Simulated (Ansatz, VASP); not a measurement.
Two plane-wave programs on ZnB2P

```xyz
8
Lattice="3.1862 0.0000 0.0000 0.0000 3.1862 0.0000 0.0000 0.0000 8.0974" Properties=species:S:1:pos:R:3 pbc="T T T"
Zn    1.5931    0.0000    1.9237
Zn    0.0000    1.5931    6.1737
B     0.0000    0.0000    0.0000
B     1.5931    1.5931    0.0000
B     0.0000    1.5931    2.7462
B     1.5931    0.0000    5.3513
P     0.0000    0.0000    4.0487
P     1.5931    1.5931    4.0487
```

Alike in both runs: task relaxation of cell and atoms; functional PBE; k mesh 6 × 6 × 2; occupations gaussian, width 0.1 eV; no spin polarisation.

|  | VASP | Ansatz |
| --- | --- | --- |
| version | VASP 6.6.1 | Ansatz 0.2.0 |
| potentials or method | VASP PAW PBE potentials, release 64 (Zn, B, P), cutoff 600 eV | scalar-relativistic, plane waves, PAW |
| valence electrons in the cell | 46 | 46 |

```tsv
	VASP	Ansatz	Ansatz less VASP
gap on the k mesh at the Fermi level, each at its own relaxed structure (eV)	none	none	-
relaxed volume (Å³/atom)	14.11	14.04	-0.064
relaxed cell length with the largest relative difference (Å)	8.671	8.611	-0.0601
```

A gap of «none» marks a metal or a gap that the smearing closes.

The k mesh is coarse, so the values compare programs but aren't converged. Noted on VASP's run: the volume moved by over 15 % at a fixed basis, so the end points are rough.
